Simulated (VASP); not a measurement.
Input of a VASP 6.6.1 run:

File POSCAR:

```
PtS2
1.0
    3.5526415808      0.0000000000      0.0000000000
   -1.7763207904      3.0766778595      0.0000000000
    0.0000000000      0.0000000000      5.1227110462
Pt S
1 2
Direct
    0.0000000000      0.0000000000      0.0000000000
    0.3333333333      0.6666666667      0.2392599770
    0.6666666667      0.3333333333      0.7607400230
```

INCAR.step1

```
SYSTEM = PtS2
PREC = Accurate
ENCUT = 520
ISMEAR = 0
SIGMA = 0.01
LREAL = .False.
LASPH = .True.
NELM = 100
NBANDS = 18
GGA = PE
ALGO = Normal
EDIFF = 1E-4
LWAVE = .True.
LCHARG = .False.
```

File INCAR.step2:

```
SYSTEM = PtS2
PREC = Accurate
ENCUT = 520
EDIFF = 1E-6
ISMEAR = 0
SIGMA = 0.01
LREAL = .False.
LASPH = .True.
NELM = 100
ALGO = Normal
ISIF = 2
LWAVE = .False.
LCHARG = .False.
METAGGA = R2SCAN
LMIXTAU = .True.
NBANDS = 18
ISTART = 1
```

KPOINTS

```
Automatic mesh
0
Gamma
  6 6 4
  0 0 0
```

Potentials or basis: VASP PAW PBE potentials, release 64 (Pt, S).

Launch:

```bash
$ cat potpaw_PBE.64/Pt/POTCAR potpaw_PBE.64/S/POTCAR > POTCAR
$ cp INCAR.step1 INCAR
$ mpirun -np 1 vasp_std > vasp.out
$ cp INCAR.step2 INCAR
$ mpirun -np 1 vasp_std > vasp.out
```

(1) What does it give for the pressure?

(2) Estimate the largest force.

Answers

(1) 1.2 GPa.

(2) 0.049 eV/Å.

Caveat: the PAW data sets were made with another functional, which shifts forces and pressure a little.
